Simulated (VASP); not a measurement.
# SiC (F-43m) in VASP: vibrations by perturbation theory with PBEsol

Aim: the vibrations by perturbation theory of SiC with PBEsol.

Everything below comes from runs of VASP 6.6.1. Logs are shortened: lines on timing, memory, paths and dates and some standing lists are left out, and cuts for length are marked.

**1. The cell of the first run**

Symmetry: F-43m, No. 216, cubic system. Conventional cell: a = 4.357 Å, b = 4.357 Å, c = 4.357 Å, α = 90.00°, β = 90.00°, γ = 90.00°. Si (site symmetry -43m) has 4 C at 1.89 Å within 2.5 Å. Within 2.5 Å of C (site symmetry -43m) lie 4 Si at 1.89 Å.

**2. Vibrations by perturbation theory, PBEsol**

INCAR reads:

```
SYSTEM = SiC
ALGO = Normal
EDIFF = 1E-8
ENCUT = 520
GGA = PS
IBRION = 8
ISIF = 2
ISMEAR = 0
LASPH = .TRUE.
LCHARG = .FALSE.
LREAL = .FALSE.
LWAVE = .FALSE.
NELM = 60
NSW = 1
PREC = Accurate
SIGMA = 0.01
```

KPOINTS reads:

```
k-points
0
G
  8 8 8
  0 0 0
```

POSCAR reads:

```
SiC
1.0
    0.0000000000      2.1784118711      2.1784118711
    2.1784118711      0.0000000000      2.1784118711
    2.1784118711      2.1784118711      0.0000000000
Si C
1 1
Direct
    0.0000000000      0.0000000000      0.0000000000
    0.7500000000      0.7500000000      0.7500000000
```

Potentials or basis: VASP PAW PBE potentials, release 64 (Si, C).

The run is started by

```bash
> cat potpaw_PBE.64/Si/POTCAR potpaw_PBE.64/C/POTCAR > POTCAR
> mpirun -np 1 vasp_std > vasp.out
```

OUTCAR:

```text
SYSTEM = SiC
   EDIFF = 1E-8
   ENCUT = 520
   GGA = PS
   IBRION = 8
   ISIF = 2
   ISMEAR = 0
   LASPH = .TRUE.
   LREAL = .FALSE.
   NELM = 60
   NSW = 1
   PREC = Accurate

 ion  position               nearest neighbor table
   1  0.000  0.000  0.000-   2 1.89   2 1.89   2 1.89   2 1.89
   2  0.750  0.750  0.750-   1 1.89   1 1.89   1 1.89   1 1.89

  LATTYP: Found a face centered cubic cell.
 ALAT       =     4.3568237422

  Lattice vectors:

 A1 = (   0.0000000000,   2.1784118711,   2.1784118711)
 A2 = (   2.1784118711,   0.0000000000,   2.1784118711)
 A3 = (   2.1784118711,   2.1784118711,   0.0000000000)

Analysis of symmetry for initial positions (statically):
=====================================================================
 Subroutine PRICEL returns:
 Original cell was already a primitive cell.

 Routine SETGRP: Setting up the symmetry group for a
 face centered cubic supercell.

 Subroutine GETGRP returns: Found 24 space group operations
 (whereof 24 operations were pure point group operations)
 out of a pool of 48 trial point group operations.

The static configuration has the point symmetry T_d .

Analysis of symmetry for dynamics (positions and initial velocities):
=====================================================================
 Subroutine PRICEL returns:
 Original cell was already a primitive cell.

 Routine SETGRP: Setting up the symmetry group for a
 face centered cubic supercell.

 Subroutine GETGRP returns: Found 24 space group operations
 (whereof 24 operations were pure point group operations)
 out of a pool of 48 trial point group operations.

The dynamic configuration has the point symmetry T_d .

 Subroutine INISYM returns: Found 24 space group operations
 (whereof 24 operations are pure point group operations),
 and found     1 'primitive' translations

----------------------------------------------------------------------------------------

                                     Primitive cell

  volume of cell :      20.6752

  direct lattice vectors                    reciprocal lattice vectors
     0.000000000  2.178411871  2.178411871    -0.229525007  0.229525007  0.229525007
     2.178411871  0.000000000  2.178411871     0.229525007 -0.229525007  0.229525007
     2.178411871  2.178411871  0.000000000     0.229525007  0.229525007 -0.229525007

  length of vectors
     3.080739613  3.080739613  3.080739613     0.397548974  0.397548974  0.397548974

  position of ions in fractional coordinates (direct lattice)
     0.000000000  0.000000000  0.000000000
     0.750000000  0.750000000  0.750000000

  ion indices of the primitive-cell ions
   primitive index   ion index
                 1           1
                 2           2

----------------------------------------------------------------------------------------

 KPOINTS: k-points

Automatic generation of k-mesh.
 Grid dimensions read from file:
 generate k-points for:    8    8    8

 Generating k-lattice:

  Cartesian coordinates                     Fractional coordinates (reciprocal lattice)
    -0.028690626  0.028690626  0.028690626     0.125000000  0.000000000  0.000000000
     0.028690626 -0.028690626  0.028690626     0.000000000  0.125000000  0.000000000
     0.028690626  0.028690626 -0.028690626     0.000000000  0.000000000  0.125000000

  Length of vectors
     0.049693622  0.049693622  0.049693622

  Shift w.r.t. Gamma in fractional coordinates (k-lattice)
[... 72 lines left out ...]
     AMIX_MAG =   1.60;   BMIX_MAG =  1.00
  volume/ion in A,a.u.               =      10.34        69.76
  Fermi-wavevector in a.u.,A,eV,Ry     =   1.192948  2.254345 19.362789  1.423125
  Thomas-Fermi vector in A             =   2.328974
   LORBIT       =      0    0 simple, 1 ext, 2 COOP (PROOUT), +10 PAW based schemes
   GGA     = PS    functional components
   LHFCALC =     F    Hartree Fock is set to
   AEXX    =    0.0000 exact exchange contribution
   IVDW    =     0    specifies the selected vdW correction
   LEPSILON=     F    determine dielectric tensor
   LRPA    =     F    only Hartree local field effects (RPA)
 non-spin polarized calculation
 Gauss-broadening in eV      SIGMA  =   0.01
  energy-cutoff  :      520.00
  volume of cell :       20.68
 maximum number of plane-waves:       568
   NGX = 11   NGY = 11   NGZ = 11

--------------------------------------- Ionic step        1  -------------------------------------------

 number of electron       8.0000001 magnetization

 Free energy of the ion-electron system (eV)
  ---------------------------------------------------
  ext. energy  EPLUGINS =         0.00000000
  ---------------------------------------------------
  free energy    TOTEN  =       -15.91380565 eV

  energy without entropy =      -15.91380565  energy(sigma->0) =      -15.91380565

 E-fermi :   8.1143     XC(G=0): -11.5081

 val. band max:        8.0667759811   @ k =   0.0000   0.0000   0.0000
 cond. band min:       9.2988699736   @ k =   0.5000   0.5000   0.0000
 fundamental gap:      1.2320939925
 Fermi energy:         8.1142534877

 k-point     1 :       0.0000    0.0000    0.0000
  band No.  band energies     occupation
      1      -7.3643      2.00000
      2       8.0668      2.00000
      3       8.0668      2.00000
      4       8.0668      2.00000
      5      14.2632      0.00000
      6      15.3139      0.00000
      7      15.3139      0.00000
      8      15.3139      0.00000
[... 243 lines left out ...]
 k-point    24 :      -0.3750    0.2500    0.1250
  band No.  band energies     occupation
      1      -3.1025      2.00000
      2       0.1815      2.00000
      3       4.3299      2.00000
      4       5.7820      2.00000
      5      13.2152      0.00000
      6      15.2641      0.00000
      7      18.1548      0.00000
      8      18.9953      0.00000

 [... further k-points ...]
[... 5 lines left out ...]
  --------------------------------------------------------------------------------------
  -------------------------------------------------------------------------------------
  Total        0.0461463      0.0461463      0.0461463     -0.0000000      0.0000000      0.0000000
  in kB        3.5760018      3.5760018      3.5760018     -0.0000000      0.0000000      0.0000000
  external PRESSURE =       3.5760018 kB  Pullay stress =       0.0000000 kB

 VOLUME and BASIS-vectors are now :
 -----------------------------------------------------------------------------
  energy-cutoff  :      520.00
  volume of cell :       20.68
      direct lattice vectors                 reciprocal lattice vectors
     0.000000000  2.178411871  2.178411871    -0.229525007  0.229525007  0.229525007
     2.178411871  0.000000000  2.178411871     0.229525007 -0.229525007  0.229525007
     2.178411871  2.178411871  0.000000000     0.229525007  0.229525007 -0.229525007

 POSITION                                       TOTAL-FORCE (eV/Angst)
 -----------------------------------------------------------------------------------
      0.00000      0.00000      0.00000         0.000000      0.000000      0.000000
      3.26762      3.26762      3.26762        -0.000000     -0.000000     -0.000000
 -----------------------------------------------------------------------------------
    total drift:                               -0.000000     -0.000000     -0.000000

  FREE ENERGIE OF THE ION-ELECTRON SYSTEM (eV)
  ---------------------------------------------------
  free  energy   TOTEN  =       -15.9138056471 eV

  energy  without entropy=      -15.9138056471  energy(sigma->0) =      -15.91380565

[... ionic steps 2 to 3 ...]

--------------------------------------- Ionic step        4  -------------------------------------------

------------------------ aborting loop because EDIFF is reached ----------------------------------------

[... ionic steps 5 to 6 ...]

--------------------------------------- Ionic step        7  -------------------------------------------

 Free energy of the ion-electron system (eV)
  ---------------------------------------------------
  ---------------------------------------------------
  free energy    TOTEN  =        -0.12448445 eV

  energy without entropy =       -0.12448445

------------------------ aborting loop because EDIFF is reached ----------------------------------------

 INTERNAL STRAIN TENSOR  FOR ION    2  DIRECTION 1   (eV/Angst):
 -----------------------------------------------------------------------------
    -0.00312  0.00000  0.00000
     0.00000  0.00094  8.52833
     0.00000  8.52833  0.00094

 INTERNAL STRAIN TENSOR FOR ION    2 for displacements in x,y,z  (eV/Angst):
          X           Y           Z          XY          YZ          ZX
  --------------------------------------------------------------------------------
  x     0.00000     0.00000     0.00000     0.00000     8.52833     0.00000
  y     0.00000     0.00000     0.00000     0.00000     0.00000     8.52833
  z     0.00000     0.00000     0.00000     8.52833     0.00000     0.00000

 SECOND DERIVATIVES (NOT SYMMETRIZED)
 ------------------------------------
               1X          1Y          1Z          2X          2Y          2Z
  1X   -19.209065    0.000000    0.000000   19.209065    0.000000    0.000000
  1Y     0.000000  -19.209065    0.000000    0.000000   19.209065    0.000000
  1Z     0.000000    0.000000  -19.209065    0.000000    0.000000   19.209065
  2X    19.207758    0.000000    0.000000  -19.207758    0.000000    0.000000
  2Y     0.000000   19.207758    0.000000    0.000000  -19.207758    0.000000
  2Z     0.000000    0.000000   19.207758    0.000000    0.000000  -19.207758

 Eigenvectors and eigenvalues of the dynamical matrix
 ----------------------------------------------------

   1 f  =   23.622030 THz   148.421592 2PiTHz  787.946108 cm-1    97.692822 meV
             X         Y         Z           dx          dy          dz
      0.000000  0.000000  0.000000     0.000000    0.547330    0.000000
      3.267618  3.267618  3.267618     0.000000   -0.836917    0.000000
[... 21 lines left out ...]
   6 f/i=    0.000368 THz     0.002312 2PiTHz    0.012272 cm-1     0.001522 meV
             X         Y         Z           dx          dy          dz
      0.000000  0.000000  0.000000     0.000000    0.000000    0.836917
      3.267618  3.267618  3.267618     0.000000    0.000000    0.547330

--------------------------------------------------------------------------------------------------------

 ELASTIC MODULI CONTR FROM IONIC RELAXATION (kBar)
 Direction    XX          YY          ZZ          XY          YZ          ZX
 --------------------------------------------------------------------------------
 XX          -0.0000      0.0000      0.0000     -0.0000      0.0000     -0.0000
 YY           0.0000     -0.0000      0.0000     -0.0000     -0.0000      0.0000
 ZZ           0.0000      0.0000     -0.0000      0.0000     -0.0000     -0.0000
 XY          -0.0000     -0.0000      0.0000   -269.1730      0.0000      0.0000
 YZ           0.0000     -0.0000     -0.0000      0.0000   -269.1730     -0.0000
 ZX          -0.0000      0.0000     -0.0000      0.0000     -0.0000   -269.1730
 --------------------------------------------------------------------------------
```

Run time: 84 s. Hardware: 1 thread of AMD EPYC 7R13, shared host; peak memory 0.14 GiB.

What came out:

* Highest phonon frequency at Γ, LO-TO splitting left out: 788 cm⁻¹

Phonon frequencies in cm⁻¹ (negative: imaginary):
```tsv
q point	frequencies
(0.000, 0.000, 0.000)	0 0 0 788 788 788
```

Caveat: the PAW data sets were made with another functional, which shifts forces and pressure a little.
